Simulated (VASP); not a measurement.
The system is CaSe.

```xyz
2
Lattice="0.0000 2.9450 2.9450 2.9450 0.0000 2.9450 2.9450 2.9450 0.0000" Properties=species:S:1:pos:R:3 pbc="T T T"
Ca    0.0000    0.0000    0.0000
Se    2.9450    2.9450    2.9450
```

| Quantity | Value |
| --- | --- |
| Program | VASP 6.6.1 |
| Task | relaxation of cell and atoms |
| Functional | LDA |
| Potentials or basis | VASP PAW LDA potentials, release 64 (Ca_sv, Se) |
| Cutoff | 500 eV |
| k mesh | 8 × 8 × 8 |
| Occupations | gaussian, width 0.02 eV |
| Spin | no spin polarisation |

At the start: pressure -2.4 GPa; volume 25.54 Å³/atom.

Problem. Where does the relaxation end?

Solution. Over 3 steps the energy falls by 8.9 meV/atom and the volume is 24.40 Å³/atom (-4.5 %); space group Fm-3m (No. 225, to 0.1 Å) before and after.

The path:
| step | energy change (eV) | largest force (eV/Å) | pressure (GPa) | volume (Å³) |
| --- | --- | --- | --- | --- |
| 1 | 0.0000 | 0.0000 | -2.39 | 51.08 |
| 2 | -0.0169 | 0.0000 | 0.57 | 48.32 |
| 3 | -0.0177 | 0.0000 | 0.00 | 48.79 |

Final structure:
```
CELL_PARAMETERS angstrom
0.00000 2.90031 2.90031
2.90031 0.00000 2.90031
2.90031 2.90031 0.00000
ATOMIC_POSITIONS crystal
Ca 0.00000 0.00000 0.00000
Se 0.50000 0.50000 0.50000
```
